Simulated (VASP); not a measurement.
Set up this calculation in VASP 6.6.1, as the native input.

| Quantity | Value |
| --- | --- |
| Task | relaxation of cell and atoms |
| Functional | PBE |
| Potentials or basis | VASP PAW PBE potentials, release 64 (Pt, Se) |
| Cutoff | 600 eV |
| k mesh | 8 × 8 × 8 |
| Occupations | fermi-dirac, width 0.05 eV |
| Spin | no spin polarisation |
| Target pressure | 5 GPa |
| Dipole correction | no |
| Further INCAR settings | ALGO = Normal; EDIFF = 1e-06; IBRION = 2; EDIFFG = -0.01; NSW = 60; ISIF = 3 |

The structure of PtSe lies in POSCAR:

```
PtSe
1.0
    0.0000000000      2.7984111300      2.7984111300
    2.7984111300      0.0000000000      2.7984111300
    2.7984111300      2.7984111300      0.0000000000
Pt Se
1 1
Direct
    0.5000000000      0.5000000000      0.5000000000
    0.0000000000      0.0000000000      0.0000000000
```

One way to write it, as run:

INCAR

```
ALGO = Normal ; EDIFF = 1E-6
EDIFFG = -0.01 ; ENCUT = 600
GGA = PE ; IBRION = 2
ISIF = 3 ; ISMEAR = -1
LASPH = True ; LCHARG = False
LREAL = False ; LWAVE = False
NELM = 60 ; NSW = 60
PREC = Accurate ; PSTRESS = 50.0
SIGMA = 0.05
```

KPOINTS

```
k-points
0
Gamma
  8 8 8
```

Potentials or basis: VASP PAW PBE potentials, release 64 (Pt, Se).

Launch:

```sh
$ cat potpaw_PBE.64/Pt/POTCAR potpaw_PBE.64/Se/POTCAR > POTCAR
$ mpirun -np 1 vasp_std > vasp.out
```

Results of the run:

```
Relaxed volume                                         : 17.84 Å³/atom
Relaxed cell                                           : a = 3.695 Å, b = 3.695 Å, c = 3.695 Å, α = 60.00°, β = 60.00°, γ = 60.00°
Space group after relaxing (to 0.05 Å)                 : Fm-3m (No. 225)
Energy change on relaxing (the enthalpy is what falls) : -177.3 meV/atom
Ionic steps                                            : 7
Pressure after relaxing                                : 5.0 GPa
Band gap on the k mesh                                 : zero (band 8 reaches 11.07 eV, above the bottom of band 9 at 6.53 eV)
```

Caveat: the cell is relaxed towards a set pressure, so the enthalpy falls and the energy may rise; the volume moved by over 15 % at a fixed basis, so the end points are rough; spin-orbit coupling is left out, which moves the levels of the heavy elements.

Run time: 110 s on 1 thread of Intel Xeon 8259CL, with other jobs on the host, peak memory 0.2 GiB.
